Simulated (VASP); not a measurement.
# BeZn7O8 (Cm) in VASP: single point with PBE

Aim: the single point of BeZn7O8 with PBE.

Everything below comes from runs of VASP 6.6.1. Logs are shortened: lines on timing, memory, paths and dates and some standing lists are left out, and cuts for length are marked.

## 1. The cell of the first run

Symmetry: Cm, No. 8, monoclinic system. Conventional cell: a = 10.379 Å, b = 6.401 Å, c = 7.580 Å, α = 90.00°, β = 132.87°, γ = 90.00°. Within 2.3 Å of Be (site symmetry m) lie 4 O at 1.69 to 1.74 Å. Within 2.6 Å of Zn (site symmetry 1) lie 4 O at 1.97 to 2.05 Å. Zn (site symmetry m) has 4 O at 1.96 to 2.03 Å within 2.6 Å. Within 2.6 Å of Zn (site symmetry 1) lie 4 O at 1.96 to 2.02 Å. Within 2.6 Å of Zn (site symmetry m) lie 4 O at 1.96 to 2.00 Å. Zn (site symmetry m) has 4 O at 1.97 to 1.99 Å within 2.6 Å. Within 2.3 Å of O (site symmetry m) lie 1 Be at 1.69 Å and 3 Zn at 1.99 to 2.01 Å. Within 2.6 Å of O (site symmetry m) lie 4 Zn at 1.96 Å.

## 2. Single point, PBE

INCAR

```
PREC = Accurate
ENCUT = 520
EDIFF = 1E-7
ISMEAR = 0
SIGMA = 0.02
LREAL = Auto
LASPH = True
NELM = 60
ALGO = Normal
ISIF = 2
LWAVE = False
LCHARG = False
GGA = PE
NBANDS = 81
```

KPOINTS

```
Automatic mesh
0
Gamma
  6 6 6
```

POSCAR

```
BeZn7O8
1.0
    3.2005070572     -0.0153833302      5.1893399922
    3.2005070572      0.0153833302     -5.1893399922
   -3.2005070572      5.5554634386     -0.0166175802
Be Zn O
1 7 8
Direct
    0.1685942357      0.1628450126      0.3314392483
    0.1642852222      0.1630454341      0.8357061431
    0.6656349709      0.6672130406      0.3328480115
    0.6726607091      0.6714209209      0.8357061431
    0.0911199983      0.5865758217      0.1738756660
    0.5872998443      0.0827556677      0.1738756660
    0.0921827231      0.5684703063      0.6606530293
    0.5696477062      0.0895251345      0.6591728407
    0.3297715858      0.9974539163      0.3272255021
    0.8551701812      0.4792231773      0.3343933585
    0.3550327335      0.9696719021      0.8356476670
    0.8659757649      0.4806149335      0.8356476670
    0.2615781405      0.3689720065      0.1855242835
    0.2689768634      0.3605945234      0.6295713868
    0.8165522770      0.9239461431      0.1855242835
    0.7635170444      0.8996720594      0.6631891038
```

Potentials or basis: VASP PAW PBE potentials, release 64 (Be, Zn, O).

On the command line:

```sh
> cat potpaw_PBE.64/Be/POTCAR potpaw_PBE.64/Zn/POTCAR potpaw_PBE.64/O/POTCAR > POTCAR
> mpirun -np 1 vasp_std > vasp.out
```

OUTCAR:

```text
PREC = Accurate
   ENCUT = 520
   EDIFF = 1E-7
   ISMEAR = 0
   LREAL = Auto
   LASPH = True
   NELM = 60
   ISIF = 2
   GGA = PE

 ion  position               nearest neighbor table
   1  0.169  0.163  0.331-   9 1.69  14 1.73  15 1.74  13 1.74
   2  0.164  0.163  0.836-  16 1.97  11 1.99  13 2.03  14 2.05
   3  0.666  0.667  0.333-  10 1.96  16 1.97  13 2.03  15 2.03
   4  0.673  0.671  0.836-  16 1.97  12 1.99  15 2.03  14 2.05
   5  0.091  0.587  0.174-  10 1.96  12 1.97   9 2.01  13 2.02
   6  0.587  0.083  0.174-  10 1.96  11 1.97   9 2.01  15 2.02
[... 8 lines left out ...]
  15  0.817  0.924  0.186-   1 1.74   6 2.02   3 2.03   4 2.03
  16  0.764  0.900  0.663-   3 1.97   4 1.97   2 1.97   8 1.99

  LATTYP: Found a base centered monoclinic cell.
 ALAT       =    10.3787255868
 B/A-ratio  =     0.6167437477
 C/A-ratio  =     0.7302965793
 COS(beta)  =    -0.6802881687

  Lattice vectors:

 A1 = (   3.2005070572,   0.0153833302,  -5.1893399922)
 A2 = (  -3.2005070572,   0.0153833302,  -5.1893399922)
 A3 = (   0.0000000000,   5.5400801084,   5.1727224120)

Analysis of symmetry for initial positions (statically):
=====================================================================
 Subroutine PRICEL returns:
 Original cell was already a primitive cell.

 Routine SETGRP: Setting up the symmetry group for a
 base centered monoclinic supercell.

 Subroutine GETGRP returns: Found  2 space group operations
 (whereof  2 operations were pure point group operations)
 out of a pool of  4 trial point group operations.

The static configuration has the point symmetry C_1h.

Analysis of symmetry for dynamics (positions and initial velocities):
=====================================================================
 Subroutine PRICEL returns:
 Original cell was already a primitive cell.

 Routine SETGRP: Setting up the symmetry group for a
 base centered monoclinic supercell.

 Subroutine GETGRP returns: Found  2 space group operations
 (whereof  2 operations were pure point group operations)
 out of a pool of  4 trial point group operations.

The dynamic configuration has the point symmetry C_1h.

 Subroutine INISYM returns: Found  2 space group operations
 (whereof  2 operations are pure point group operations),
 and found     1 'primitive' translations

----------------------------------------------------------------------------------------

                                     Primitive cell

  volume of cell :     184.5344

  direct lattice vectors                    reciprocal lattice vectors
     3.200507057 -0.015383330  5.189339992     0.156225245  0.090290501  0.096619025
     3.200507057  0.015383330 -5.189339992     0.156225245  0.089714080 -0.096085417
    -3.200507057  5.555463439 -0.016617580     0.000000000  0.180004581  0.000533607

  length of vectors
     6.096944450  6.096944450  6.411450350     0.204680086  0.204174805  0.180005372

  position of ions in fractional coordinates (direct lattice)
     0.168594236  0.162845013  0.331439248
     0.164285222  0.163045434  0.835706143
     0.665634971  0.667213041  0.332848011
     0.672660709  0.671420921  0.835706143
     0.091119998  0.586575822  0.173875666
     0.587299844  0.082755668  0.173875666
[... 8 lines left out ...]
     0.816552277  0.923946143  0.185524284
     0.763517044  0.899672059  0.663189104

  ion indices of the primitive-cell ions
   primitive index   ion index
                 1           1
                 2           2
                 3           3
                 4           4
                 5           5
                 6           6
[... 8 lines left out ...]
                15          15
                16          16

----------------------------------------------------------------------------------------

 KPOINTS: Automatic mesh

Automatic generation of k-mesh.
 Grid dimensions read from file:
 generate k-points for:    6    6    6

 Generating k-lattice:

  Cartesian coordinates                     Fractional coordinates (reciprocal lattice)
     0.026037541  0.015048417  0.016103171     0.166666667  0.000000000 -0.000000000
     0.026037541  0.014952347 -0.016014236     0.000000000  0.166666667 -0.000000000
     0.000000000  0.030000763  0.000088935     0.000000000  0.000000000  0.166666667

  Length of vectors
     0.034113348  0.034029134  0.030000895

  Shift w.r.t. Gamma in fractional coordinates (k-lattice)
     0.000000000  0.000000000  0.000000000

 Subroutine IBZKPT returns following result:
 ===========================================

 Found     68 irreducible k-points:

 Following reciprocal coordinates:
            Coordinates               Weight
  0.000000  0.000000  0.000000      1.000000
  0.166667 -0.000000  0.000000      4.000000
  0.333333  0.000000  0.000000      4.000000
  0.500000 -0.000000  0.000000      2.000000
  0.000000  0.166667  0.000000      4.000000
  0.166667  0.166667  0.000000      4.000000
[... 16 lines left out ...]
  0.333333  0.000000  0.166667      4.000000
  0.500000 -0.000000  0.166667      4.000000
 [... further k-points ...]
   k-points           NKPTS =     68   k-points in BZ     NKDIM =     68   number of bands    NBANDS=     81
   number of dos      NEDOS =    301   number of ions     NIONS =     16
   total plane-waves  NPLWV = 110592
   dimension x,y,z NGX =    48 NGY =   48 NGZ =   48
   dimension x,y,z NGXF=    96 NGYF=   96 NGZF=   96
   ions per type =               1   7   8
   NGX,Y,Z   is equivalent  to a cutoff of  13.09, 13.09, 12.45 a.u.
   NGXF,Y,Z  is equivalent  to a cutoff of  26.18, 26.18, 24.89 a.u.
 SYSTEM =  unknown system
   PREC   = accura    normal or accurate (medium, high low for compatibility)
   ISTART =      0    job   : 0-new  1-cont  2-samecut
   ICHARG =      2    charge: 1-file 2-atom 10-const
   ISPIN  =      1    spin polarized calculation?
   LNONCOLLINEAR =      F non collinear calculations
   LSORBIT =      F    spin-orbit coupling
   LASPH  =      T    aspherical Exc in radial PAW
   ENCUT  =  520.0 eV  38.22 Ry    6.18 a.u.  11.34 11.34 11.92*2*pi/ulx,y,z
   NELM   =     60;   NELMIN=  2; NELMDL= -5     # of ELM steps
   EDIFF  = 0.1E-06   stopping-criterion for ELM
   LREAL  =      T    real-space projection
   EDIFFG = 0.1E-05   stopping-criterion for IOM
   NSW    =      0    number of steps for IOM
   IBRION =     -1    ionic relax: 0-MD 1-quasi-New 2-CG
   NFREE  =      0    steps in history (QN), initial steepest desc. (CG)
   ISIF   =      2    stress and relaxation
   ISYM   =      2    0-nonsym 1-usesym 2-fastsym
   POTIM  = 0.5000    time-step for ionic-motion
   TEBEG  =    0.0;   TEEND  =   0.0 temperature during run
   PSTRESS=    0.0 pullay stress
   NELECT =     134.0000    total number of electrons
   NUPDOWN=      -1.0000    fix difference up-down
   EMIN   =  10.00;   EMAX   =-10.00  energy-range for DOS
   EFERMI =   0.00;   METHOD = LEGACY
   ISMEAR =     0;   SIGMA  =   0.02  broadening in eV -4-tet -1-fermi 0-gaus
   EFERMI_NEDOS =   21; number of points for ismear=-14 and -15
   IALGO  =     38    algorithm
   IMIX   =      4    mixing-type and parameters
     AMIX     =   0.40;   BMIX     =  1.00
     AMIX_MAG =   1.60;   BMIX_MAG =  1.00
  volume/ion in A,a.u.               =      11.53        77.83
  Fermi-wavevector in a.u.,A,eV,Ry     =   1.471467  2.780670 29.459557  2.165216
  Thomas-Fermi vector in A             =   2.586600
   LORBIT       =      0    0 simple, 1 ext, 2 COOP (PROOUT), +10 PAW based schemes
   GGA     = PE    functional components
   LHFCALC =     F    Hartree Fock is set to
   AEXX    =    0.0000 exact exchange contribution
   IVDW    =     0    specifies the selected vdW correction
   LEPSILON=     F    determine dielectric tensor
   LRPA    =     F    only Hartree local field effects (RPA)
 non-spin polarized calculation
 Gauss-broadening in eV      SIGMA  =   0.02
  energy-cutoff  :      520.00
  volume of cell :      184.53
 maximum number of plane-waves:      4998
 NGX is ok and might be reduce to    48
   NGX = 23   NGY = 23   NGZ = 23

 number of electron     134.0000014 magnetization

 Free energy of the ion-electron system (eV)
  ---------------------------------------------------
  ext. energy  EPLUGINS =         0.00000000
  ---------------------------------------------------
  free energy    TOTEN  =       -76.06317074 eV

  energy without entropy =      -76.06317074  energy(sigma->0) =      -76.06317074

 E-fermi :   1.3064     XC(G=0): -10.8476

 val. band max:        1.1908328240   @ k =   0.0000   0.0000   0.0000
 cond. band min:       2.2818284968   @ k =   0.0000   0.0000   0.0000
 fundamental gap:      1.0909956728
 Fermi energy:         1.3063808241

 k-point     1 :       0.0000    0.0000    0.0000
  band No.  band energies     occupation
      1     -16.7481      2.00000
      2     -16.0245      2.00000
      3     -15.9931      2.00000
      4     -15.9233      2.00000
      5     -15.8946      2.00000
      6     -15.8002      2.00000
[... 71 lines left out ...]
     78       9.5770      0.00000
     79       9.8479      0.00000

 k-point     2 :       0.1667   -0.0000    0.0000
  band No.  band energies     occupation
      1     -16.6964      2.00000
      2     -16.0345      2.00000
      3     -15.9991      2.00000
      4     -15.9513      2.00000
      5     -15.9083      2.00000
      6     -15.8048      2.00000
[... 71 lines left out ...]
     78       9.6908      0.00000
     79       9.8241      0.00000
[... 1720 lines left out ...]
     78       9.8430      0.00000
     79      10.0803      0.00000

 k-point    24 :       0.5000   -0.0000    0.1667
  band No.  band energies     occupation
      1     -16.4177      2.00000
      2     -16.2415      2.00000
      3     -16.0951      2.00000
      4     -15.9669      2.00000
      5     -15.8992      2.00000
      6     -15.8073      2.00000
[... 71 lines left out ...]
     78       9.8661      0.00000
     79      10.2176      0.00000

 [... further k-points ...]

 [bands above 79 left out]

------------------------ aborting loop because EDIFF is reached ----------------------------------------

  FORCE on cell =-STRESS in cart. coord.  units (eV):
  Direction    XX          YY          ZZ          XY          YZ          ZX
  --------------------------------------------------------------------------------------
  -------------------------------------------------------------------------------------
  Total        0.9671467      0.9843225      0.9904921      0.0000000     -0.0071846     -0.0000000
  in kB        8.3970273      8.5461526      8.5997184      0.0000000     -0.0623787     -0.0000000
  external PRESSURE =       8.5142994 kB  Pullay stress =       0.0000000 kB

 VOLUME and BASIS-vectors are now :
 -----------------------------------------------------------------------------
  energy-cutoff  :      520.00
  volume of cell :      184.53
      direct lattice vectors                 reciprocal lattice vectors
     3.200507057 -0.015383330  5.189339992     0.156225245  0.090290501  0.096619025
     3.200507057  0.015383330 -5.189339992     0.156225245  0.089714080 -0.096085417
    -3.200507057  5.555463439 -0.016617580     0.000000000  0.180004581  0.000533607

 POSITION                                       TOTAL-FORCE (eV/Angst)
 -----------------------------------------------------------------------------------
      0.00000      1.84121      0.02433        -0.000000     -0.001375     -0.003626
     -1.62706      4.64272     -0.00745         0.012344      0.007554     -0.006111
      3.20051      1.84915     -0.01372         0.000000     -0.015959     -0.012080
      1.62706      4.64272     -0.00745        -0.012344      0.007554     -0.006111
      1.61248      0.97358     -2.57398         0.014082      0.003968      0.013286
      1.58803      0.95820      2.61536        -0.014082      0.003968      0.013286
[... 8 lines left out ...]
      4.97671      1.03233     -0.56039         0.030703      0.018874      0.013412
      3.20051      3.68642     -0.71758        -0.000000      0.000055     -0.017580
 -----------------------------------------------------------------------------------
    total drift:                                0.000006     -0.006993     -0.008466

  FREE ENERGIE OF THE ION-ELECTRON SYSTEM (eV)
  ---------------------------------------------------
  free  energy   TOTEN  =       -76.0631707392 eV

  energy  without entropy=      -76.0631707392  energy(sigma->0) =      -76.06317074
```

It took 68 min on 1 thread of Oxide Virtual Turin-like, shared host; peak memory 0.69 GiB.

What came out:

| Item | Value |
| --- | --- |
| Free energy | -76.0632 eV |
| Pressure | 0.9 GPa |
| Largest force | 0.043 eV/Å |
| Band gap on the k mesh | 1.09 eV |

Forces on the atoms (eV/Å):
```
Be   0.000 -0.001 -0.004
Zn   0.012  0.008 -0.006
Zn   0.000 -0.016 -0.012
Zn  -0.012  0.008 -0.006
Zn   0.014  0.004  0.013
Zn  -0.014  0.004  0.013
Zn   0.000  0.006  0.011
Zn   0.000 -0.009  0.003
O    0.000 -0.006 -0.042
O    0.000  0.001 -0.001
O   -0.005  0.000  0.001
O    0.005  0.000  0.001
O   -0.031  0.019  0.013
O    0.000 -0.037  0.020
O    0.031  0.019  0.013
O    0.000  0.000 -0.018
```

Levels at points of the mesh, in eV from the valence-band top:
```
           k point  band 64  band 65  band 66  band 67  band 68  band 69  band 70  band 71
(0.00, 0.00, 0.00)    -0.64    -0.12    -0.01     0.00     1.09     4.97     5.60     5.77
(0.50, 0.00, 0.00)    -0.76    -0.56    -0.51    -0.32     3.49     3.92     5.55     5.89
(0.00, 0.50, 0.00)    -0.67    -0.55    -0.43    -0.38     3.59     3.97     5.58     5.97
(0.50, 0.50, 0.00)    -0.48    -0.44    -0.24    -0.19     3.38     3.77     5.51     5.64
(0.00, 0.00, 0.50)    -0.51    -0.46    -0.46    -0.23     3.22     3.53     6.17     6.20
(0.50, 0.50, 0.50)    -1.07    -0.72    -0.70    -0.59     4.11     4.78     4.91     5.46
```
